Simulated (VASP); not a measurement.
# Ge (R-3m) in VASP: single point with PBE

Aim: the single point of Ge with PBE.

Program: VASP 6.6.1. These are calculated values, not measurements. Logs are shortened: lines on timing, memory, paths and dates and some standing lists are left out, and cuts for length are marked.

## 1. The cell of the first run

It takes space group R-3m (No. 166, trigonal). The conventional cell has a = 3.920 Å, b = 3.920 Å, c = 10.191 Å, α = 90.00°, β = 90.00°, γ = 120.00°. Within 3.2 Å of Ge (site symmetry 3m) lie 4 Ge at 2.42 to 2.55 Å.

## 2. Single point, PBE (equal xy, yz and zx shear strains of +4 %)

Input file INCAR:

```
  ALGO = Normal
  EDIFF = 1E-7
  ENCUT = 520
  GGA = PE
  ISIF = 2
  ISMEAR = -1
  LASPH = T
  LCHARG = T
  LELF = T
  LREAL = F
  LVHAR = T
  LWAVE = F
  NBANDS = 21
  NELM = 60
  PREC = Accurate
  SIGMA = 0.05
```

Input file KPOINTS:

```
k-points
0
Gamma
  10 10 10
```

Input file POSCAR:

```
Ge
1.0
    0.1131508000      2.8853454000      2.8853454000
    2.8853454000      0.1131508000      2.8853454000
    2.8853454000      2.8853454000      0.1131508000
Ge
2
Direct
    0.5000000000      0.5000000000      0.5000000000
    0.7500000000      0.7500000000      0.7500000000
```

Potentials or basis: VASP PAW PBE potentials, release 64 (Ge_d).

Launch:

```
$ cat potpaw_PBE.64/Ge_d/POTCAR > POTCAR
$ mpirun -np 1 vasp_std > vasp.out
```

OUTCAR:

```text
EDIFF = 1E-7
   ENCUT = 520
   GGA = PE
   ISIF = 2
   ISMEAR = -1
   LASPH = T
   LREAL = F
   NELM = 60
   PREC = Accurate

 ion  position               nearest neighbor table
   1  0.500  0.500  0.500-   2 2.42   2 2.42   2 2.42   2 2.55
   2  0.750  0.750  0.750-   1 2.42   1 2.42   1 2.42   1 2.55

  LATTYP: Found a trigonal (rhomboedric) cell.
 ALAT       =     4.0820631130
 COS(alpha) =     0.5388013830

  Lattice vectors:

 A1 = (   0.1131508000,   2.8853454000,   2.8853454000)
 A2 = (   2.8853454000,   0.1131508000,   2.8853454000)
 A3 = (   2.8853454000,   2.8853454000,   0.1131508000)

Analysis of symmetry for initial positions (statically):
=====================================================================
 Subroutine PRICEL returns:
 Original cell was already a primitive cell.

 Routine SETGRP: Setting up the symmetry group for a
 trigonal (rhombohedral) supercell.

 Subroutine GETGRP returns: Found 12 space group operations
 (whereof  6 operations were pure point group operations)
 out of a pool of 12 trial point group operations.

The static configuration has the point symmetry C_3v.
 The point group associated with its full space group is D_3d.

Analysis of symmetry for dynamics (positions and initial velocities):
=====================================================================
 Subroutine PRICEL returns:
 Original cell was already a primitive cell.

 Routine SETGRP: Setting up the symmetry group for a
 trigonal (rhombohedral) supercell.

 Subroutine GETGRP returns: Found 12 space group operations
 (whereof  6 operations were pure point group operations)
 out of a pool of 12 trial point group operations.

The dynamic configuration has the point symmetry C_3v.
 The point group associated with its full space group is D_3d.

 Subroutine INISYM returns: Found 12 space group operations
 (whereof  6 operations are pure point group operations),
 and found     1 'primitive' translations

----------------------------------------------------------------------------------------

                                     Primitive cell

  volume of cell :      45.2177

  direct lattice vectors                    reciprocal lattice vectors
     0.113150800  2.885345400  2.885345400    -0.183831029  0.176894009  0.176894009
     2.885345400  0.113150800  2.885345400     0.176894009 -0.183831029  0.176894009
     2.885345400  2.885345400  0.113150800     0.176894009  0.176894009 -0.183831029

  length of vectors
     4.082063113  4.082063113  4.082063113     0.310446175  0.310446175  0.310446175

  position of ions in fractional coordinates (direct lattice)
     0.500000000  0.500000000  0.500000000
     0.750000000  0.750000000  0.750000000

  ion indices of the primitive-cell ions
   primitive index   ion index
                 1           1
                 2           2

----------------------------------------------------------------------------------------

 KPOINTS: k-points

Automatic generation of k-mesh.
 Grid dimensions read from file:
 generate k-points for:   10   10   10

 Generating k-lattice:

  Cartesian coordinates                     Fractional coordinates (reciprocal lattice)
    -0.018383103  0.017689401  0.017689401     0.100000000  0.000000000  0.000000000
     0.017689401 -0.018383103  0.017689401     0.000000000  0.100000000  0.000000000
     0.017689401  0.017689401 -0.018383103     0.000000000  0.000000000  0.100000000

  Length of vectors
     0.031044618  0.031044618  0.031044618

  Shift w.r.t. Gamma in fractional coordinates (k-lattice)
     0.000000000  0.000000000  0.000000000

 Subroutine IBZKPT returns following result:
 ===========================================

 Found    116 irreducible k-points:

 Following reciprocal coordinates:
            Coordinates               Weight
  0.000000  0.000000  0.000000      1.000000
  0.100000 -0.000000 -0.000000      6.000000
  0.200000 -0.000000 -0.000000      6.000000
  0.300000  0.000000 -0.000000      6.000000
  0.400000 -0.000000 -0.000000      6.000000
  0.500000  0.000000  0.000000      3.000000
[... 16 lines left out ...]
  0.300000  0.300000 -0.000000      6.000000
  0.400000  0.300000  0.000000     12.000000
 [... further k-points ...]
   k-points           NKPTS =    116   k-points in BZ     NKDIM =    116   number of bands    NBANDS=     21
   number of dos      NEDOS =    301   number of ions     NIONS =      2
   total plane-waves  NPLWV =  27000
   dimension x,y,z NGX =    30 NGY =   30 NGZ =   30
   dimension x,y,z NGXF=    60 NGYF=   60 NGZF=   60
   ions per type =               2
   NGX,Y,Z   is equivalent  to a cutoff of  12.22, 12.22, 12.22 a.u.
   NGXF,Y,Z  is equivalent  to a cutoff of  24.44, 24.44, 24.44 a.u.
 SYSTEM =  unknown system
   PREC   = accura    normal or accurate (medium, high low for compatibility)
   ISTART =      0    job   : 0-new  1-cont  2-samecut
   ICHARG =      2    charge: 1-file 2-atom 10-const
   ISPIN  =      1    spin polarized calculation?
   LNONCOLLINEAR =      F non collinear calculations
   LSORBIT =      F    spin-orbit coupling
   LASPH  =      T    aspherical Exc in radial PAW
   ENCUT  =  520.0 eV  38.22 Ry    6.18 a.u.   7.59  7.59  7.59*2*pi/ulx,y,z
   NELM   =     60;   NELMIN=  2; NELMDL= -5     # of ELM steps
   EDIFF  = 0.1E-06   stopping-criterion for ELM
   LREAL  =      F    real-space projection
   EDIFFG = 0.1E-05   stopping-criterion for IOM
   NSW    =      0    number of steps for IOM
   IBRION =     -1    ionic relax: 0-MD 1-quasi-New 2-CG
   NFREE  =      0    steps in history (QN), initial steepest desc. (CG)
   ISIF   =      2    stress and relaxation
   ISYM   =      2    0-nonsym 1-usesym 2-fastsym
   POTIM  = 0.5000    time-step for ionic-motion
   TEBEG  =    0.0;   TEEND  =   0.0 temperature during run
   PSTRESS=    0.0 pullay stress
   NELECT =      28.0000    total number of electrons
   NUPDOWN=      -1.0000    fix difference up-down
   EMIN   =  10.00;   EMAX   =-10.00  energy-range for DOS
   EFERMI =   0.00;   METHOD = LEGACY
   ISMEAR =    -1;   SIGMA  =   0.05  broadening in eV -4-tet -1-fermi 0-gaus
   EFERMI_NEDOS =   21; number of points for ismear=-14 and -15
   IALGO  =     38    algorithm
   IMIX   =      4    mixing-type and parameters
     AMIX     =   0.40;   BMIX     =  1.00
     AMIX_MAG =   1.60;   BMIX_MAG =  1.00
  volume/ion in A,a.u.               =      22.61       152.57
  Fermi-wavevector in a.u.,A,eV,Ry     =   1.395376  2.636879 26.491568  1.947075
  Thomas-Fermi vector in A             =   2.518834
   LORBIT       =      0    0 simple, 1 ext, 2 COOP (PROOUT), +10 PAW based schemes
   GGA     = PE    functional components
   LHFCALC =     F    Hartree Fock is set to
   AEXX    =    0.0000 exact exchange contribution
   IVDW    =     0    specifies the selected vdW correction
   LEPSILON=     F    determine dielectric tensor
   LRPA    =     F    only Hartree local field effects (RPA)
 non-spin polarized calculation
  energy-cutoff  :      520.00
  volume of cell :       45.22
 maximum number of plane-waves:      1240
   NGX = 15   NGY = 15   NGZ = 15

 number of electron      28.0000011 magnetization

 Free energy of the ion-electron system (eV)
  ---------------------------------------------------
  ext. energy  EPLUGINS =         0.00000000
  ---------------------------------------------------
  free energy    TOTEN  =        -8.95100818 eV

  energy without entropy =       -8.95016343  energy(sigma->0) =       -8.95058581

 E-fermi :   4.9844     XC(G=0):  -9.9313

 val. band max:        4.8967503503   @ k =   0.0000   0.0000   0.0000
 cond. band min:       5.0115103273   @ k =   0.5000   0.0000   0.0000
 fundamental gap:      0.1147599770
 Fermi energy:         4.9843764106

 k-point     1 :       0.0000    0.0000    0.0000
  band No.  band energies     occupation
      1     -19.8380      2.00000
      2     -19.8380      2.00000
      3     -19.7812      2.00000
      4     -19.7812      2.00000
      5     -19.7780      2.00000
      6     -19.6086      2.00000
[... 13 lines left out ...]
     20      14.5219      0.00000
     21      14.5219      0.00000

 k-point     2 :       0.1000   -0.0000   -0.0000
  band No.  band energies     occupation
      1     -19.8420      2.00000
      2     -19.8370      2.00000
      3     -19.7925      2.00000
      4     -19.7736      2.00000
      5     -19.7643      2.00000
      6     -19.6091      2.00000
[... 13 lines left out ...]
     20      13.6518      0.00000
     21      13.8691      0.00000

 k-point     3 :       0.2000   -0.0000   -0.0000
  band No.  band energies     occupation
      1     -19.8487      2.00000
      2     -19.8343      2.00000
      3     -19.8003      2.00000
      4     -19.7572      2.00000
      5     -19.7513      2.00000
      6     -19.6089      2.00000
[... 13 lines left out ...]
     20      13.2640      0.00000
     21      13.4449      0.00000

 k-point     4 :       0.3000    0.0000   -0.0000
  band No.  band energies     occupation
      1     -19.8533      2.00000
      2     -19.8301      2.00000
      3     -19.8038      2.00000
      4     -19.7444      2.00000
      5     -19.7408      2.00000
      6     -19.6057      2.00000
[... 13 lines left out ...]
     20      13.4583      0.00000
     21      13.9644      0.00000

 k-point     5 :       0.4000   -0.0000   -0.0000
  band No.  band energies     occupation
      1     -19.8553      2.00000
      2     -19.8246      2.00000
      3     -19.8061      2.00000
      4     -19.7433      2.00000
      5     -19.7294      2.00000
      6     -19.6104      2.00000
[... 13 lines left out ...]
     20      14.9192      0.00000
     21      15.3631      0.00000

 k-point     6 :       0.5000    0.0000    0.0000
  band No.  band energies     occupation
      1     -19.8557      2.00000
      2     -19.8213      2.00000
      3     -19.8077      2.00000
      4     -19.7437      2.00000
      5     -19.7254      2.00000
      6     -19.6139      2.00000
[... 13 lines left out ...]
     20      15.8032      0.00000
     21      16.5627      0.00000

 k-point     7 :       0.1000    0.1000   -0.0000
  band No.  band energies     occupation
      1     -19.8410      2.00000
      2     -19.8402      2.00000
      3     -19.7918      2.00000
      4     -19.7752      2.00000
      5     -19.7597      2.00000
      6     -19.6119      2.00000
[... 13 lines left out ...]
     20      12.8848      0.00000
     21      14.6807      0.00000
[... 291 lines left out ...]
      1     -19.8732      2.00000
      2     -19.8342      2.00000
      3     -19.7805      2.00000
      4     -19.7148      2.00000
      5     -19.7053      2.00000
      6     -19.6377      2.00000
[... 13 lines left out ...]
     20      14.4101      0.00000
     21      16.0430      0.00000

 k-point    21 :      -0.3000    0.2000   -0.0000
  band No.  band energies     occupation
      1     -19.8692      2.00000
      2     -19.8312      2.00000
      3     -19.7887      2.00000
      4     -19.7288      2.00000
      5     -19.7051      2.00000
      6     -19.6394      2.00000
[... 13 lines left out ...]
     20      14.8115      0.00000
     21      16.7615      0.00000

 k-point    22 :      -0.2000    0.2000    0.0000
  band No.  band energies     occupation
      1     -19.8621      2.00000
      2     -19.8231      2.00000
      3     -19.8060      2.00000
      4     -19.7422      2.00000
      5     -19.7163      2.00000
      6     -19.6330      2.00000
[... 13 lines left out ...]
     20      15.1976      0.00000
     21      15.8303      0.00000

 k-point    23 :       0.3000    0.3000   -0.0000
  band No.  band energies     occupation
      1     -19.8565      2.00000
      2     -19.8386      2.00000
      3     -19.8084      2.00000
      4     -19.7321      2.00000
      5     -19.6983      2.00000
      6     -19.6702      2.00000
[... 13 lines left out ...]
     20      16.0332      0.00000
     21      16.2499      0.00000

 k-point    24 :       0.4000    0.3000    0.0000
  band No.  band energies     occupation
      1     -19.8651      2.00000
      2     -19.8366      2.00000
      3     -19.7992      2.00000
      4     -19.7176      2.00000
      5     -19.7014      2.00000
      6     -19.6660      2.00000
[... 13 lines left out ...]
     20      16.5406      0.00000
     21      16.9430      0.00000

 [... further k-points ...]
[... 5 lines left out ...]
  --------------------------------------------------------------------------------------
  -------------------------------------------------------------------------------------
  Total        1.1767881      1.1767881      1.1767881     -0.8910517     -0.8910517     -0.8910517
  in kB       41.6965823     41.6965823     41.6965823    -31.5722189    -31.5722189    -31.5722189
  external PRESSURE =      41.6965823 kB  Pullay stress =       0.0000000 kB

 VOLUME and BASIS-vectors are now :
 -----------------------------------------------------------------------------
  energy-cutoff  :      520.00
  volume of cell :       45.22
      direct lattice vectors                 reciprocal lattice vectors
     0.113150800  2.885345400  2.885345400    -0.183831029  0.176894009  0.176894009
     2.885345400  0.113150800  2.885345400     0.176894009 -0.183831029  0.176894009
     2.885345400  2.885345400  0.113150800     0.176894009  0.176894009 -0.183831029

 POSITION                                       TOTAL-FORCE (eV/Angst)
 -----------------------------------------------------------------------------------
      2.94192      2.94192      2.94192         0.300667      0.300667      0.300667
      4.41288      4.41288      4.41288        -0.300667     -0.300667     -0.300667
 -----------------------------------------------------------------------------------
    total drift:                                0.000000     -0.000000     -0.000000

  FREE ENERGIE OF THE ION-ELECTRON SYSTEM (eV)
  ---------------------------------------------------
  free  energy   TOTEN  =        -8.9510081826 eV

  energy  without entropy=       -8.9501634312  energy(sigma->0) =       -8.95058581
```

Run time: 69 s. Hardware: 1 thread of Intel Xeon Platinum 8488C (Sapphire Rapids), shared host; peak memory 0.22 GiB.

Results:

```yaml
Free_energy: -8.9510 eV
Pressure: 4.2 GPa
Largest_force: 0.521 eV/Å
Band_gap_on_the_k_mesh: zero (band 14 reaches 5.05 eV, above the bottom of band 15 at 5.01 eV)
```

Forces on the atoms (eV/Å):
```
Ge   0.301  0.301  0.301
Ge  -0.301 -0.301 -0.301
```

Stress tensor (GPa, compression positive):
```
 4.17 -3.16 -3.16
-3.16  4.17 -3.16
-3.16 -3.16  4.17
```

Levels at points of the mesh, in eV from the Fermi level:
```csv
k point,band 12,band 13,band 14,band 15,band 16,band 17
"(0.00, 0.00, 0.00)",-0.12,-0.09,0.07,0.07,2.21,2.88
"(0.50, 0.00, 0.00)",-7.65,-1.49,-1.45,0.03,3.43,4.03
"(0.50, 0.50, 0.00)",-8.69,-3.23,-2.86,0.55,1.01,9.28
"(0.50, 0.50, 0.50)",-7.41,-1.10,-1.10,0.71,3.96,3.96
```

Caveat: the cell differs from its parent crystal (equal xy, yz and zx shear strains of +4 %).
